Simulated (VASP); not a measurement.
## Co2Si: single point with PBE

Crystal: Co2Si.

```
Co Si
1.0
     3.45453    0.00000    0.00000
     0.00000    3.45453    0.00000
     0.00000    0.00000    5.75758
Co Si
4 2
Direct
  0.00000 0.50000 0.34478
  0.50000 0.00000 0.65522
  0.50000 0.50000 0.00000
  0.00000 0.00000 0.00000
  0.00000 0.50000 0.73560
  0.50000 0.00000 0.26440
```

* Program: VASP 6.6.1
* Task: single point
* Functional: PBE
* Potentials or basis: VASP PAW PBE potentials, release 64 (Co, Si)
* Cutoff: 520 eV
* k mesh: 5 × 5 × 3
* Occupations: gaussian, width 0.2 eV
* Spin: collinear spin, ferromagnetic start
* Starting moments: [3.0, 3.0, 3.0, 3.0, 0.0, 0.0] μB

```yaml
Pressure: -0.5 GPa
Largest_force: 0.018 eV/Å
Net_moment: 3.21 μB per cell
Site_moments: Co +0.91, +0.79 (each value once); Si -0.04 μB
Valence_electrons_inside_the_program's_atomic_spheres: Co 8.25, 8.58 (each value once); Si 1.67
```

Forces on the atoms (eV/Å):
```
Co   0.000  0.000 -0.018
Co   0.000  0.000  0.018
Co   0.000  0.000  0.000
Co   0.000  0.000  0.000
Si   0.000  0.000  0.004
Si   0.000  0.000 -0.004
```

Stress tensor (GPa, compression positive):
```
-0.72  0.00  0.00
 0.00 -0.72  0.00
 0.00  0.00 -0.02
```

Levels at points of the mesh, in eV from the Fermi level:
Spin up:
```tsv
k point	band 20	band 21	band 22	band 23	band 24	band 25	band 26	band 27	band 28	band 29
(0.00, 0.00, 0.00)	-0.98	-0.86	-0.45	0.00	0.00	0.31	4.36	4.68	4.68	6.21
```
Spin down:
| k point | band 17 | band 18 | band 19 | band 20 | band 21 | band 22 | band 23 | band 24 |
| --- | --- | --- | --- | --- | --- | --- | --- | --- |
| (0.00, 0.00, 0.00) | -0.80 | -0.74 | 0.07 | 0.08 | 0.08 | 0.28 | 0.28 | 0.42 |

Wall time 3.5 min on 1 thread of Intel Xeon 8259CL (shared host), peak memory 0.23 GiB.

Caveat: the k points lie up to 0.36 Å⁻¹ apart.
